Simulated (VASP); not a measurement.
Write the native input for VASP 6.6.1 that does the following.

```yaml
Task: single point
Functional: r2SCAN
Potentials_or_basis: VASP PAW PBE potentials, release 64 (Li_sv, Nb_sv, O)
Cutoff: 520 eV
k_mesh: 6 × 6 × 6
Occupations: fermi-dirac, width 0.02 eV
Spin: no spin polarisation
Dipole_correction: no
Further_INCAR_settings: ALGO = Normal; EDIFF = 1e-06; NBANDS = 45
```

The system is LiNbO3.

```
Li Nb O
1.0
     2.56870    1.48304    4.62828
    -2.56870    1.48304    4.62828
     0.00000   -2.96607    4.62828
Li Nb O
2 2 6
Cartesian
  0.0000 0.0000 3.9175
  0.0000 0.0000 10.8599
  0.0000 0.0000 0.0018
  0.0000 0.0000 6.9443
  -0.6526 -1.4375 5.5055
  1.5712 0.1536 5.5055
  -0.9186 1.2839 5.5055
  -1.6501 -0.1991 7.8197
  0.6526 1.5286 7.8197
  0.9975 -1.3294 7.8197
```

These files were run (other wordings do the same):

POSCAR

```
LiNbO3
1.0
    2.5686950570      1.4830367827      4.6282789548
   -2.5686950570      1.4830367827      4.6282789548
    0.0000000000     -2.9660735653      4.6282789548
Li Nb O
2 2 6
Direct
    0.2821406543      0.2821406543      0.2821406543
    0.7821406543      0.7821406543      0.7821406543
    0.0001330698      0.0001330698      0.0001330698
    0.5001330698      0.5001330698      0.5001330698
    0.1079391202      0.3619922078      0.7196099480
    0.7196099480      0.1079391202      0.3619922078
    0.3619922078      0.7196099480      0.1079391202
    0.2196099480      0.8619922078      0.6079391202
    0.8619922078      0.6079391202      0.2196099480
    0.6079391202      0.2196099480      0.8619922078
```

INCAR.step1

```
PREC = Accurate
ENCUT = 520
ISMEAR = -1
SIGMA = 0.02
LREAL = F
LASPH = T
NELM = 60
NBANDS = 45
GGA = PE
ALGO = Normal
EDIFF = 1E-4
LWAVE = T
LCHARG = F
```

INCAR.step2

```
PREC = Accurate
ENCUT = 520
EDIFF = 1E-6
ISMEAR = -1
SIGMA = 0.02
LREAL = F
LASPH = T
NELM = 60
ALGO = Normal
ISIF = 2
LWAVE = F
LCHARG = F
METAGGA = R2SCAN
LMIXTAU = T
NBANDS = 45
ISTART = 1
```

KPOINTS

```
regular mesh
0
Gamma
  6 6 6
```

Potentials or basis: VASP PAW PBE potentials, release 64 (Li_sv, Nb_sv, O).

Run with:

```sh
$ cat potpaw_PBE.64/Li_sv/POTCAR potpaw_PBE.64/Nb_sv/POTCAR potpaw_PBE.64/O/POTCAR > POTCAR
$ cp INCAR.step1 INCAR
$ mpirun -np 1 vasp_std > vasp.out
$ cp INCAR.step2 INCAR
$ mpirun -np 1 vasp_std > vasp.out
```

Results of the run:

* Largest force: 0.022 eV/Å
* Band gap on the k mesh: 4.03 eV (least direct gap 4.06 eV)

Caveat: the PAW data sets were made with another functional, which shifts forces and pressure a little.

Run time: 13 min on 1 thread of Intel(R) Xeon(R) Platinum 8259CL CPU @ 2.50GHz (Skylake/Cascade Lake), with other jobs on the host, peak memory 0.36 GiB.
